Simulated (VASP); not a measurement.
Wanted: the native input for a VASP 6.6.1 run.

| Quantity | Value |
| --- | --- |
| Task | single point |
| Functional | PBE exchange alone |
| Potentials or basis | VASP PAW PBE potentials, release 64 (Al, N) |
| Cutoff | 600 eV |
| k mesh | 10 × 10 × 10 |
| Occupations | fermi-dirac, width 0.05 eV |
| Spin | no spin polarisation |
| Dipole correction | no |
| Further INCAR settings | ALGO = Normal; EDIFF = 1e-06; NBANDS = 11 |

The structure of AlN lies in POSCAR:

```
AlN
1.0
    0.0000000000      2.2268278375      2.2268278375
    2.2268278375      0.0000000000      2.2268278375
    2.2268278375      2.2268278375      0.0000000000
Al N
1 1
Direct
    0.0000000000      0.0000000000      0.0000000000
    0.2500000000      0.2500000000      0.2500000000
```

The input as run:

INCAR

```
  PREC = Accurate
  ENCUT = 600
  EDIFF = 1E-6
  ISMEAR = -1
  SIGMA = 0.05
  LREAL = False
  LASPH = True
  NELM = 120
  ALGO = Normal
  ISIF = 2
  LWAVE = False
  LCHARG = False
  GGA = PE
  ALDAC = 0.0
  AGGAC = 0.0
  NBANDS = 11
  GGA_COMPAT = False
```

KPOINTS

```
Automatic mesh
0
Gamma
  10 10 10
```

Potentials or basis: VASP PAW PBE potentials, release 64 (Al, N).

Run with:

```console
$ cat potpaw_PBE.64/Al/POTCAR potpaw_PBE.64/N/POTCAR > POTCAR
$ mpirun -np 1 vasp_std > vasp.out
```

Results of the run:

- Pressure: 6.9 GPa
- Band gap on the k mesh: 3.62 eV, indirect (least direct gap 3.98 eV)

Wall time 34 s on 1 thread of AMD EPYC 7R13, on a shared host, peak memory 0.12 GiB.
